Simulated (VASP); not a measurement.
Here is a VASP 6.6.1 calculation.

POSCAR

```
K
1.0
    4.6991485780      0.0000000000      0.0000000000
   -2.3495742890      4.0695820447      0.0000000000
    0.0000000000      0.0000000000      7.5100026129
K
2
Direct
    0.3333333333      0.6666666667      0.2500000000
    0.6666666667      0.3333333333      0.7500000000
```

File INCAR.step1:

```
ALGO = Normal
EDIFF = 1E-4
ENCUT = 520
GGA = PE
ISMEAR = 0
LASPH = True
LCHARG = False
LREAL = False
LWAVE = True
NBANDS = 16
NELM = 80
PREC = Accurate
SIGMA = 0.1
```

INCAR.step2

```
ALGO = Normal
EDIFF = 1E-6
ENCUT = 520
ISIF = 2
ISMEAR = 0
ISTART = 1
LASPH = True
LCHARG = False
LMIXTAU = True
LREAL = False
LWAVE = False
METAGGA = R2SCAN
NBANDS = 16
NELM = 80
PREC = Accurate
SIGMA = 0.1
```

KPOINTS

```
k-points
0
Gamma
  6 6 4
```

Potentials or basis: VASP PAW PBE potentials, release 64 (K_sv).

Launch:

```console
$ cat potpaw_PBE.64/K_sv/POTCAR > POTCAR
$ cp INCAR.step1 INCAR
$ mpirun -np 1 vasp_std > vasp.out
$ cp INCAR.step2 INCAR
$ mpirun -np 1 vasp_std > vasp.out
```

Estimate the pressure.

0.2 GPa.

What does it give for the band gap on the k mesh?

Zero (bands 9 and 10 overlap by 2.76 eV).

Caveat: the PAW data sets were made with another functional, which shifts forces and pressure a little.
